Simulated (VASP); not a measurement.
Here is a VASP 6.6.1 calculation.

INCAR

```
SYSTEM = F
  PREC = Accurate
  ENCUT = 520
  EDIFF = 1E-7
  ISMEAR = 0
  SIGMA = 0.05
  LREAL = .False.
  LASPH = .True.
  NELM = 60
  ALGO = Normal
  ISIF = 2
  LWAVE = .False.
  LCHARG = .False.
  GGA = PE
  IVDW = 12
  NBANDS = 22
```

KPOINTS

```
regular mesh
0
Gamma
  8 8 4
  0 0 0
```

POSCAR

```
F
1.0
    2.6877898233     -1.7782297901      0.2836503467
    2.6877898233      1.7782297901      0.2836503467
   -0.8251533061      0.0000000000      6.6985549214
F
4
Direct
    0.9138648456      0.5855481450      0.0939279973
    0.4144518550      0.0861351544      0.4060720027
    0.0861351544      0.4144518550      0.9060720027
    0.5855481450      0.9138648456      0.5939279973
```

Potentials or basis: VASP PAW PBE potentials, release 64 (F).

Run with:

```bash
$ cat potpaw_PBE.64/F/POTCAR > POTCAR
$ mpirun -np 1 vasp_std > vasp.out
```

(1) What does it give for the largest force?

(2) Estimate the band gap on the k mesh.

(3) Predict the pressure.

Results:

(1) 0.745 eV/Å.

(2) 3.04 eV.

(3) 1.4 GPa.
